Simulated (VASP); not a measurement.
# GaN (F-43m) in VASP: notebook

The runs below take GaN through single point, relaxation of cell and atoms, with LDA.

All numbers are computed with VASP 6.6.1; they aren't measurements. Logs are shortened: lines on timing, memory, paths and dates and some standing lists are left out, and cuts for length are marked.

## (1) The cell of the first run

Symmetry: F-43m, No. 216, cubic system. Conventional cell: a = 4.455 Å, b = 4.455 Å, c = 4.455 Å, α = 90.00°, β = 90.00°, γ = 90.00°. Within 2.6 Å of Ga (site symmetry -43m) lie 4 N at 1.93 Å. Within 2.6 Å of N (site symmetry -43m) lie 4 Ga at 1.93 Å.

## (2) Single point, LDA

File INCAR:

```
ALGO = Normal
EDIFF = 1E-6
ENCUT = 520
ISIF = 2
ISMEAR = 0
LASPH = True
LCHARG = True
LELF = True
LREAL = False
LVHAR = True
LWAVE = False
NBANDS = 16
NELM = 100
PREC = Accurate
SIGMA = 0.02
```

File KPOINTS:

```
k-points
0
Gamma
  10 10 10
```

File POSCAR:

```
GaN
1.0
    0.0000000000      2.2277085060      2.2277085060
    2.2277085060      0.0000000000      2.2277085060
    2.2277085060      2.2277085060      0.0000000000
Ga N
1 1
Direct
    0.0000000000      0.0000000000      0.0000000000
    0.7500000000      0.7500000000      0.7500000000
```

Potentials or basis: VASP PAW LDA potentials, release 64 (Ga_d, N).

Launch:

```sh
> cat potpaw_LDA.64/Ga_d/POTCAR potpaw_LDA.64/N/POTCAR > POTCAR
> mpirun -np 1 vasp_std > vasp.out
```

OUTCAR:

```text
EDIFF = 1E-6
   ENCUT = 520
   ISIF = 2
   ISMEAR = 0
   LASPH = True
   LREAL = False
   NELM = 100
   PREC = Accurate

 ion  position               nearest neighbor table
   1  0.000  0.000  0.000-   2 1.93   2 1.93   2 1.93   2 1.93
   2  0.750  0.750  0.750-   1 1.93   1 1.93   1 1.93   1 1.93

  LATTYP: Found a face centered cubic cell.
 ALAT       =     4.4554170120

  Lattice vectors:

 A1 = (   0.0000000000,   2.2277085060,   2.2277085060)
 A2 = (   2.2277085060,   0.0000000000,   2.2277085060)
 A3 = (   2.2277085060,   2.2277085060,   0.0000000000)

Analysis of symmetry for initial positions (statically):
=====================================================================
 Subroutine PRICEL returns:
 Original cell was already a primitive cell.

 Routine SETGRP: Setting up the symmetry group for a
 face centered cubic supercell.

 Subroutine GETGRP returns: Found 24 space group operations
 (whereof 24 operations were pure point group operations)
 out of a pool of 48 trial point group operations.

The static configuration has the point symmetry T_d .

Analysis of symmetry for dynamics (positions and initial velocities):
=====================================================================
 Subroutine PRICEL returns:
 Original cell was already a primitive cell.

 Routine SETGRP: Setting up the symmetry group for a
 face centered cubic supercell.

 Subroutine GETGRP returns: Found 24 space group operations
 (whereof 24 operations were pure point group operations)
 out of a pool of 48 trial point group operations.

The dynamic configuration has the point symmetry T_d .

 Subroutine INISYM returns: Found 24 space group operations
 (whereof 24 operations are pure point group operations),
 and found     1 'primitive' translations

----------------------------------------------------------------------------------------

                                     Primitive cell

  volume of cell :      22.1108

  direct lattice vectors                    reciprocal lattice vectors
     0.000000000  2.227708506  2.227708506    -0.224445882  0.224445882  0.224445882
     2.227708506  0.000000000  2.227708506     0.224445882 -0.224445882  0.224445882
     2.227708506  2.227708506  0.000000000     0.224445882  0.224445882 -0.224445882

  length of vectors
     3.150455582  3.150455582  3.150455582     0.388751671  0.388751671  0.388751671

  position of ions in fractional coordinates (direct lattice)
     0.000000000  0.000000000  0.000000000
     0.750000000  0.750000000  0.750000000

  ion indices of the primitive-cell ions
   primitive index   ion index
                 1           1
                 2           2

----------------------------------------------------------------------------------------

 KPOINTS: k-points

Automatic generation of k-mesh.
 Grid dimensions read from file:
 generate k-points for:   10   10   10

 Generating k-lattice:

  Cartesian coordinates                     Fractional coordinates (reciprocal lattice)
    -0.022444588  0.022444588  0.022444588     0.100000000  0.000000000  0.000000000
     0.022444588 -0.022444588  0.022444588     0.000000000  0.100000000  0.000000000
     0.022444588  0.022444588 -0.022444588     0.000000000  0.000000000  0.100000000

  Length of vectors
     0.038875167  0.038875167  0.038875167

  Shift w.r.t. Gamma in fractional coordinates (k-lattice)
     0.000000000  0.000000000  0.000000000

 Subroutine IBZKPT returns following result:
 ===========================================

 Found     47 irreducible k-points:

 Following reciprocal coordinates:
            Coordinates               Weight
  0.000000  0.000000  0.000000      1.000000
  0.100000  0.000000  0.000000      8.000000
  0.200000  0.000000  0.000000      8.000000
  0.300000  0.000000  0.000000      8.000000
  0.400000  0.000000  0.000000      8.000000
  0.500000  0.000000  0.000000      4.000000
[... 16 lines left out ...]
  0.300000  0.300000  0.000000      6.000000
  0.400000  0.300000  0.000000     24.000000
 [... further k-points ...]
   k-points           NKPTS =     47   k-points in BZ     NKDIM =     47   number of bands    NBANDS=     16
   number of dos      NEDOS =    301   number of ions     NIONS =      2
   total plane-waves  NPLWV =  13824
   dimension x,y,z NGX =    24 NGY =   24 NGZ =   24
   dimension x,y,z NGXF=    48 NGYF=   48 NGZF=   48
   ions per type =               1   1
   NGX,Y,Z   is equivalent  to a cutoff of  12.66, 12.66, 12.66 a.u.
   NGXF,Y,Z  is equivalent  to a cutoff of  25.33, 25.33, 25.33 a.u.
 SYSTEM =  unknown system
   PREC   = accura    normal or accurate (medium, high low for compatibility)
   ISTART =      0    job   : 0-new  1-cont  2-samecut
   ICHARG =      2    charge: 1-file 2-atom 10-const
   ISPIN  =      1    spin polarized calculation?
   LNONCOLLINEAR =      F non collinear calculations
   LSORBIT =      F    spin-orbit coupling
   LASPH  =      T    aspherical Exc in radial PAW
   ENCUT  =  520.0 eV  38.22 Ry    6.18 a.u.   5.86  5.86  5.86*2*pi/ulx,y,z
   NELM   =    100;   NELMIN=  2; NELMDL= -5     # of ELM steps
   EDIFF  = 0.1E-05   stopping-criterion for ELM
   LREAL  =      F    real-space projection
   EDIFFG = 0.1E-04   stopping-criterion for IOM
   NSW    =      0    number of steps for IOM
   IBRION =     -1    ionic relax: 0-MD 1-quasi-New 2-CG
   NFREE  =      0    steps in history (QN), initial steepest desc. (CG)
   ISIF   =      2    stress and relaxation
   ISYM   =      2    0-nonsym 1-usesym 2-fastsym
   POTIM  = 0.5000    time-step for ionic-motion
   TEBEG  =    0.0;   TEEND  =   0.0 temperature during run
   PSTRESS=    0.0 pullay stress
   NELECT =      18.0000    total number of electrons
   NUPDOWN=      -1.0000    fix difference up-down
   EMIN   =  10.00;   EMAX   =-10.00  energy-range for DOS
   EFERMI =   0.00;   METHOD = LEGACY
   ISMEAR =     0;   SIGMA  =   0.02  broadening in eV -4-tet -1-fermi 0-gaus
   EFERMI_NEDOS =   21; number of points for ismear=-14 and -15
   IALGO  =     38    algorithm
   IMIX   =      4    mixing-type and parameters
     AMIX     =   0.40;   BMIX     =  1.00
     AMIX_MAG =   1.60;   BMIX_MAG =  1.00
  volume/ion in A,a.u.               =      11.06        74.61
  Fermi-wavevector in a.u.,A,eV,Ry     =   1.528612  2.888658 31.792122  2.336655
  Thomas-Fermi vector in A             =   2.636347
   LORBIT       =      0    0 simple, 1 ext, 2 COOP (PROOUT), +10 PAW based schemes
   GGA     = CA    functional components
   LHFCALC =     F    Hartree Fock is set to
   AEXX    =    0.0000 exact exchange contribution
   IVDW    =     0    specifies the selected vdW correction
   LEPSILON=     F    determine dielectric tensor
   LRPA    =     F    only Hartree local field effects (RPA)
 non-spin polarized calculation
 Gauss-broadening in eV      SIGMA  =   0.02
  energy-cutoff  :      520.00
  volume of cell :       22.11
 maximum number of plane-waves:       610
   NGX = 11   NGY = 11   NGZ = 11

 number of electron      18.0000015 magnetization

 Free energy of the ion-electron system (eV)
  ---------------------------------------------------
  ext. energy  EPLUGINS =         0.00000000
  ---------------------------------------------------
  free energy    TOTEN  =       -13.94379370 eV

  energy without entropy =      -13.94379370  energy(sigma->0) =      -13.94379370

 E-fermi :   5.6253     XC(G=0): -12.3037

 val. band max:        5.4191595192   @ k =   0.0000   0.0000   0.0000
 cond. band min:       7.3911357723   @ k =   0.0000   0.0000   0.0000
 fundamental gap:      1.9719762532
 Fermi energy:         5.6253306200

 k-point     1 :       0.0000    0.0000    0.0000
  band No.  band energies     occupation
      1     -10.6885      2.00000
      2      -8.1712      2.00000
      3      -8.1712      2.00000
      4      -8.1712      2.00000
      5      -7.8170      2.00000
      6      -7.8170      2.00000
[... 8 lines left out ...]
     15      24.3617      0.00000
     16      24.3617      0.00000

 k-point     2 :       0.1000    0.0000    0.0000
  band No.  band energies     occupation
      1     -10.5687      2.00000
      2      -8.1562      2.00000
      3      -8.1562      2.00000
      4      -8.1333      2.00000
      5      -7.8185      2.00000
      6      -7.8185      2.00000
[... 8 lines left out ...]
     15      23.0798      0.00000
     16      23.0798      0.00000

 k-point     3 :       0.2000    0.0000    0.0000
  band No.  band energies     occupation
      1     -10.2669      2.00000
      2      -8.1214      2.00000
      3      -8.1214      2.00000
      4      -7.9674      2.00000
      5      -7.8174      2.00000
      6      -7.8174      2.00000
[... 8 lines left out ...]
     15      22.3046      0.00000
     16      22.3046      0.00000

 k-point     4 :       0.3000    0.0000    0.0000
  band No.  band energies     occupation
      1      -9.9491      2.00000
      2      -8.0906      2.00000
      3      -8.0906      2.00000
      4      -7.8025      2.00000
      5      -7.8025      2.00000
      6      -7.5420      2.00000
[... 8 lines left out ...]
     15      22.8131      0.00000
     16      22.8131      0.00000

 k-point     5 :       0.4000    0.0000    0.0000
  band No.  band energies     occupation
      1      -9.7649      2.00000
      2      -8.0774      2.00000
      3      -8.0774      2.00000
      4      -7.7775      2.00000
      5      -7.7775      2.00000
      6      -6.8596      2.00000
[... 8 lines left out ...]
     15      24.2577      0.00000
     16      24.2577      0.00000

 k-point     6 :       0.5000    0.0000    0.0000
  band No.  band energies     occupation
      1      -9.7132      2.00000
      2      -8.0751      2.00000
      3      -8.0751      2.00000
      4      -7.7650      2.00000
      5      -7.7650      2.00000
      6      -6.4380      2.00000
[... 8 lines left out ...]
     15      25.2910      0.00000
     16      25.2910      0.00000
[... 267 lines left out ...]
 k-point    21 :      -0.3000    0.2000    0.0000
  band No.  band energies     occupation
      1      -9.6906      2.00000
      2      -8.0659      2.00000
      3      -8.0156      2.00000
      4      -7.8251      2.00000
      5      -7.8240      2.00000
      6      -6.7202      2.00000
[... 8 lines left out ...]
     15      22.8786      0.00000
     16      26.2919      0.00000

 k-point    22 :      -0.2000    0.2000    0.0000
  band No.  band energies     occupation
      1      -9.8517      2.00000
      2      -8.0738      2.00000
      3      -8.0561      2.00000
      4      -7.8425      2.00000
      5      -7.8362      2.00000
      6      -7.3460      2.00000
[... 8 lines left out ...]
     15      22.9176      0.00000
     16      26.2099      0.00000

 k-point    23 :       0.3000    0.3000    0.0000
  band No.  band energies     occupation
      1      -9.7603      2.00000
      2      -8.0184      2.00000
      3      -7.9615      2.00000
      4      -7.9615      2.00000
      5      -7.7613      2.00000
      6      -7.3301      2.00000
[... 8 lines left out ...]
     15      27.7312      0.00000
     16      28.3187      0.00000

 k-point    24 :       0.4000    0.3000    0.0000
  band No.  band energies     occupation
      1      -9.6406      2.00000
      2      -8.0369      2.00000
      3      -7.9241      2.00000
      4      -7.9228      2.00000
      5      -7.7501      2.00000
      6      -6.8254      2.00000
[... 8 lines left out ...]
     15      28.1208      0.00000
     16      28.1546      0.00000

 [... further k-points ...]
[... 5 lines left out ...]
  --------------------------------------------------------------------------------------
  -------------------------------------------------------------------------------------
  Total        0.1545363      0.1545363      0.1545363     -0.0000000      0.0000000      0.0000000
  in kB       11.1978839     11.1978839     11.1978839     -0.0000000      0.0000000      0.0000000
  external PRESSURE =      11.1978839 kB  Pullay stress =       0.0000000 kB

 VOLUME and BASIS-vectors are now :
 -----------------------------------------------------------------------------
  energy-cutoff  :      520.00
  volume of cell :       22.11
      direct lattice vectors                 reciprocal lattice vectors
     0.000000000  2.227708506  2.227708506    -0.224445882  0.224445882  0.224445882
     2.227708506  0.000000000  2.227708506     0.224445882 -0.224445882  0.224445882
     2.227708506  2.227708506  0.000000000     0.224445882  0.224445882 -0.224445882

 POSITION                                       TOTAL-FORCE (eV/Angst)
 -----------------------------------------------------------------------------------
      0.00000      0.00000      0.00000        -0.000000     -0.000000     -0.000000
      3.34156      3.34156      3.34156         0.000000      0.000000      0.000000
 -----------------------------------------------------------------------------------
    total drift:                               -0.000002     -0.000002     -0.000002

  FREE ENERGIE OF THE ION-ELECTRON SYSTEM (eV)
  ---------------------------------------------------
  free  energy   TOTEN  =       -13.9437937035 eV

  energy  without entropy=      -13.9437937035  energy(sigma->0) =      -13.94379370
```

It took 36 s on 1 thread of AMD EPYC 7R13, shared host; peak memory 0.11 GiB.

Results:

```yaml
Free_energy: -13.9438 eV
Pressure: 1.1 GPa
Band_gap_on_the_k_mesh: 1.97 eV, direct
```

Levels at points of the mesh, in eV from the valence-band top:
```
           k point  band 5  band 6  band 7  band 8  band 9  band 10  band 11  band 12  band 13  band 14
(0.00, 0.00, 0.00)  -13.24  -13.24    0.00    0.00    0.00     1.97    10.33    10.33    10.33    17.77
(0.50, 0.00, 0.00)  -13.18  -11.86   -7.35   -1.02   -1.02     4.78     8.77    10.38    10.38    15.68
(0.50, 0.50, 0.00)  -13.15  -11.38   -6.35   -2.86   -2.86     3.26     6.68    11.75    14.12    14.12
```

[end of part 1 of 2]
